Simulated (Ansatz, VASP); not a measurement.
## One calculation of Mo, two programs

```
Mo
1.0
    -1.65923    1.65923    1.65923
     1.65923   -1.65923    1.65923
     1.65923    1.65923   -1.65923
Mo
1
Cartesian
  0.0000 0.0000 0.0000
```

Change from the starting cell: strain +0.050 along x and y, +0.050 along z, atoms carried along.

Alike in both runs: task single point; functional PBE; k mesh 26 × 26 × 26; occupations gaussian, width 0.15 eV; no spin polarisation.

```csv
,VASP,Ansatz
version,VASP 6.6.1,Ansatz 0.2.0
potentials or method,"VASP PAW PBE potentials, release 64 (Mo_sv), cutoff 520 eV","scalar-relativistic, plane waves, PAW"
valence electrons in the cell,14,14
```

|  | VASP | Ansatz | Ansatz less VASP |
| --- | --- | --- | --- |
| gap on the k mesh at the Fermi level (eV) | none | none | - |
| pressure (GPa) | -27.4 | -27.7 | -0.27 |

A gap of «none» marks a metal or a gap that the smearing closes. With one functional, cell and mesh, what is left measures potentials, basis and numerics.
